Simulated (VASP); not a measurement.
# Yb3Be2 (Pm-3m) in VASP: notebook

Runs on Yb3Be2. Level: PBE. Tasks: relaxation of cell and atoms, single point.

Program: VASP 6.6.1. These are calculated values, not measurements. Logs are shortened: lines on timing, memory, paths and dates and some standing lists are left out, and cuts for length are marked.

### 1 The cell of the first run

It takes space group Pm-3m (No. 221, cubic). The conventional cell has a = 4.713 Å, b = 4.713 Å, c = 4.713 Å, α = 90.00°, β = 90.00°, γ = 90.00°. Within 3.1 Å of Yb (site symmetry 4/mmm) lie 2 Be at 2.36 Å. Be (site symmetry m-3m) has 12 Yb at 3.33 Å and 8 Be at 4.08 Å within 4.4 Å. Within 3.1 Å of Be (site symmetry m-3m) lie 6 Yb at 2.36 Å.

The cell was generated, and may not be a known phase.

### 2 Relaxation of cell and atoms, PBE

File INCAR:

```
SYSTEM = Yb3Be2
PREC     = Accurate       ! precision mode
ENCUT    = 600            ! plane-wave cutoff, eV
EDIFF    = 1E-7           ! SCF threshold, eV
ISMEAR   = 0              ! smearing method
SIGMA    = 0.1            ! smearing width, eV
LREAL    = .FALSE.        ! projectors in reciprocal space
LASPH    = .TRUE.         ! aspherical terms in the spheres
NELM     = 80             ! most SCF steps
ALGO     = Normal         ! electronic algorithm
ISIF     = 3              ! what is computed and relaxed
LWAVE    = .FALSE.        ! write WAVECAR
LCHARG   = .FALSE.        ! write CHGCAR
GGA      = PE             ! functional
IBRION   = 2              ! ionic algorithm
NSW      = 90             ! ionic steps
EDIFFG   = -0.04          ! ionic threshold
```

File KPOINTS:

```
regular mesh
0
G
  4 4 4
  0 0 0
```

File POSCAR:

```
Yb3Be2
1.0
    4.7133356100      0.0000000000      0.0000000000
    0.0000000000      4.7133356100      0.0000000000
    0.0000000000      0.0000000000      4.7133356100
Yb Be
3 2
Direct
    0.0000000000      0.5000000000      0.5000000000
    0.5000000000      0.0000000000      0.5000000000
    0.5000000000      0.5000000000      0.0000000000
    0.0000000000      0.0000000000      0.0000000000
    0.5000000000      0.5000000000      0.5000000000
```

Potentials or basis: VASP PAW PBE potentials, release 64 (Yb, Be).

Command:

```
$ cat potpaw_PBE.64/Yb/POTCAR potpaw_PBE.64/Be/POTCAR > POTCAR
$ mpirun -np 1 vasp_std > vasp.out
```

OUTCAR:

```text
SYSTEM = Yb3Be2
   PREC = Accurate
   ENCUT = 600
   EDIFF = 1E-7
   ISMEAR = 0
   LREAL = .FALSE.
   LASPH = .TRUE.
   NELM = 80
   ISIF = 3
   GGA = PE
   IBRION = 2
   NSW = 90
   EDIFFG = -0.04

 ion  position               nearest neighbor table
   1  0.000  0.500  0.500-   5 2.36   5 2.36   2 3.33   3 3.33   2 3.33   2 3.33   3 3.33   3 3.33
                             3 3.33   2 3.33
   2  0.500  0.000  0.500-   5 2.36   5 2.36   1 3.33   3 3.33   1 3.33   3 3.33   3 3.33   3 3.33
                             1 3.33   1 3.33
   3  0.500  0.500  0.000-   5 2.36   5 2.36   1 3.33   1 3.33   2 3.33   2 3.33   2 3.33   2 3.33
                             1 3.33   1 3.33
   4  0.000  0.000  0.000-
   5  0.500  0.500  0.500-   1 2.36   2 2.36   3 2.36   3 2.36   2 2.36   1 2.36

  LATTYP: Found a simple cubic cell.
 ALAT       =     4.7133356100

  Lattice vectors:

 A1 = (   4.7133356100,   0.0000000000,   0.0000000000)
 A2 = (   0.0000000000,   4.7133356100,   0.0000000000)
 A3 = (   0.0000000000,   0.0000000000,   4.7133356100)

Analysis of symmetry for initial positions (statically):
=====================================================================
 Subroutine PRICEL returns:
 Original cell was already a primitive cell.

 Routine SETGRP: Setting up the symmetry group for a
 simple cubic supercell.

 Subroutine GETGRP returns: Found 48 space group operations
 (whereof 48 operations were pure point group operations)
 out of a pool of 48 trial point group operations.

The static configuration has the point symmetry O_h .

Analysis of symmetry for dynamics (positions and initial velocities):
=====================================================================
 Subroutine PRICEL returns:
 Original cell was already a primitive cell.

 Routine SETGRP: Setting up the symmetry group for a
 simple cubic supercell.

 Subroutine GETGRP returns: Found 48 space group operations
 (whereof 48 operations were pure point group operations)
 out of a pool of 48 trial point group operations.

The dynamic configuration has the point symmetry O_h .

 Subroutine INISYM returns: Found 48 space group operations
 (whereof 48 operations are pure point group operations),
 and found     1 'primitive' translations

----------------------------------------------------------------------------------------

                                     Primitive cell

  volume of cell :     104.7093

  direct lattice vectors                    reciprocal lattice vectors
     4.713335610  0.000000000  0.000000000     0.212163971  0.000000000  0.000000000
     0.000000000  4.713335610  0.000000000     0.000000000  0.212163971  0.000000000
[... 85 lines left out ...]
   TEBEG  =    0.0;   TEEND  =   0.0 temperature during run
   PSTRESS=    0.0 pullay stress
   NELECT =      76.0000    total number of electrons
   NUPDOWN=      -1.0000    fix difference up-down
   EMIN   =  10.00;   EMAX   =-10.00  energy-range for DOS
   EFERMI =   0.00;   METHOD = LEGACY
   ISMEAR =     0;   SIGMA  =   0.10  broadening in eV -4-tet -1-fermi 0-gaus
   EFERMI_NEDOS =   21; number of points for ismear=-14 and -15
   IALGO  =     38    algorithm
   IMIX   =      4    mixing-type and parameters
     AMIX     =   0.40;   BMIX     =  1.00
     AMIX_MAG =   1.60;   BMIX_MAG =  1.00
  volume/ion in A,a.u.               =      20.94       141.32
  Fermi-wavevector in a.u.,A,eV,Ry     =   1.471243  2.780246 29.450561  2.164555
  Thomas-Fermi vector in A             =   2.586402
   LORBIT       =      0    0 simple, 1 ext, 2 COOP (PROOUT), +10 PAW based schemes
   GGA     = PE    functional components
   LHFCALC =     F    Hartree Fock is set to
   AEXX    =    0.0000 exact exchange contribution
   IVDW    =     0    specifies the selected vdW correction
   LEPSILON=     F    determine dielectric tensor
   LRPA    =     F    only Hartree local field effects (RPA)
 conjugate gradient relaxation of ions
 non-spin polarized calculation
 Gauss-broadening in eV      SIGMA  =   0.10
  energy-cutoff  :      600.00
  volume of cell :      104.71
 maximum number of plane-waves:      3532
 NGX is ok and might be reduce to    40
   NGX = 19   NGY = 19   NGZ = 19

--------------------------------------- Ionic step        1  -------------------------------------------

 number of electron      76.0000027 magnetization

 Free energy of the ion-electron system (eV)
  ---------------------------------------------------
  ext. energy  EPLUGINS =         0.00000000
  ---------------------------------------------------
  free energy    TOTEN  =       -13.60785838 eV

  energy without entropy =      -13.53140424  energy(sigma->0) =      -13.56963131

 E-fermi :   2.5266     XC(G=0): -10.3580

 val. band max:        2.5242144776   @ k =   0.5000   0.2500   0.2500
 cond. band min:       2.5292675488   @ k =   0.5000   0.2500   0.0000
 fundamental gap:      0.0050530712
 Fermi energy:         2.5265836232

 k-point     1 :       0.0000    0.0000    0.0000
  band No.  band energies     occupation
      1     -49.0245      2.00000
      2     -48.9536      2.00000
      3     -48.9536      2.00000
      4     -21.7220      2.00000
      5     -21.7220      2.00000
      6     -21.7220      2.00000
[... 546 lines left out ...]
--------------------------------------- Ionic step        3  -------------------------------------------

 number of electron      75.9999923 magnetization

------------------------ aborting loop EDIFF was not reached (unconverged)  ----------------------------

  FORCE on cell =-STRESS in cart. coord.  units (eV):
  Direction    XX          YY          ZZ          XY          YZ          ZX
  --------------------------------------------------------------------------------------
  -------------------------------------------------------------------------------------
  Total     -277.0682409   -277.0682409   -277.0682409      0.0000000      0.0000000     -0.0000000
  in kB    -3146.0969795  -3146.0969795  -3146.0969795      0.0000000      0.0000000     -0.0000000
  external PRESSURE =   -3146.0969795 kB  Pullay stress =       0.0000000 kB
[... 143 lines left out ...]
--------------------------------------- Ionic step        7  -------------------------------------------

 number of electron      75.9999920 magnetization

 Free energy of the ion-electron system (eV)
  ---------------------------------------------------
  ext. energy  EPLUGINS =         0.00000000
  ---------------------------------------------------
  free energy    TOTEN  =       -14.92541696 eV

  energy without entropy =      -14.87042461  energy(sigma->0) =      -14.89792079

 E-fermi :   1.4270     XC(G=0):  -9.1031

 val. band max:        1.4249147776   @ k =   0.5000   0.2500   0.0000
 cond. band min:       1.4527943849   @ k =   0.5000   0.5000   0.2500
 fundamental gap:      0.0278796072
 Fermi energy:         1.4270054575

 k-point     1 :       0.0000    0.0000    0.0000
  band No.  band energies     occupation
      1     -50.2589      2.00000
      2     -50.2401      2.00000
      3     -50.2401      2.00000
      4     -22.7162      2.00000
      5     -22.7162      2.00000
      6     -22.7162      2.00000
[... 501 lines left out ...]
  FREE ENERGIE OF THE ION-ELECTRON SYSTEM (eV)
  ---------------------------------------------------
  free  energy   TOTEN  =       -14.9254169638 eV

  energy  without entropy=      -14.8704246076  energy(sigma->0) =      -14.89792079

 reached required accuracy - stopping structural energy minimisation
```

Run time: 42 min. Hardware: 1 thread of Intel Xeon Platinum 8259CL at 2.50GHz (Skylake/Cascade Lake), shared host; peak memory 0.28 GiB.

What came out:

- Free energy: -14.9254 eV
- Relaxed volume: 28.06 Å³/atom
- Relaxed cell: a = 5.196 Å, b = 5.196 Å, c = 5.196 Å, α = 90.00°, β = 90.00°, γ = 90.00°
- Space group after relaxing (to 0.1 Å): Pm-3m (No. 221)
- Energy gained by relaxing: 263.5 meV/atom
- Ionic steps: 7
- Pressure after relaxing: 0.2 GPa
- Band gap on the k mesh: zero (bands 38 and 39 overlap by 0.58 eV)

The path:
```tsv
step	energy change (eV)	largest force (eV/Å)	pressure (GPa)	volume (Å³)
1	0.0000	0.0000	13.68	104.71
2	-1.2845	0.0000	1.59	134.22
3	-1.9501	0.0000	-314.61	141.10
4	-1.2906	0.0000	2.03	134.86
5	-1.3112	0.0000	0.70	137.96
6	-1.3163	0.0000	0.30	139.52
7	-1.3176	0.0000	0.19	140.31
```

Final structure:
```cif
data_structure
_symmetry_space_group_name_H-M 'P 1'
_symmetry_Int_Tables_number 1
_cell_length_a 5.1963
_cell_length_b 5.1963
_cell_length_c 5.1963
_cell_angle_alpha 90.000
_cell_angle_beta 90.000
_cell_angle_gamma 90.000
_cell_volume 140.31
loop_
_atom_site_label
_atom_site_type_symbol
_atom_site_fract_x
_atom_site_fract_y
_atom_site_fract_z
_atom_site_occupancy
Yb1 Yb 0.00000 0.50000 0.50000 1
Yb2 Yb 0.50000 0.00000 0.50000 1
Yb3 Yb 0.50000 0.50000 0.00000 1
Be1 Be 0.00000 0.00000 0.00000 1
Be2 Be 0.50000 0.50000 0.50000 1
```

Levels at points of the mesh, in eV from the Fermi level:
| k point | band 36 | band 37 | band 38 | band 39 | band 40 | band 41 |
| --- | --- | --- | --- | --- | --- | --- |
| (0.00, 0.00, 0.00) | 0.06 | 0.06 | 0.43 | 0.43 | 0.43 | 0.75 |
| (0.50, 0.00, 0.00) | -0.37 | 0.07 | 0.22 | 0.22 | 0.41 | 0.41 |
| (0.50, 0.50, 0.00) | -0.37 | -0.36 | -0.16 | 0.28 | 0.29 | 0.29 |
| (0.50, 0.50, 0.50) | -0.36 | -0.36 | -0.36 | -0.16 | -0.16 | -0.16 |

Caveat: the volume moved by over 15 % at a fixed basis, so the end points are rough; spin-orbit coupling is left out, which moves the levels of the heavy elements. Spin polarisation is off, so any magnetic state and its effect on volume and gap are missing.

(Part 1 of 2 ends here.)

The gap in the log of VASP goes by the Fermi energy; the results here count the filled bands.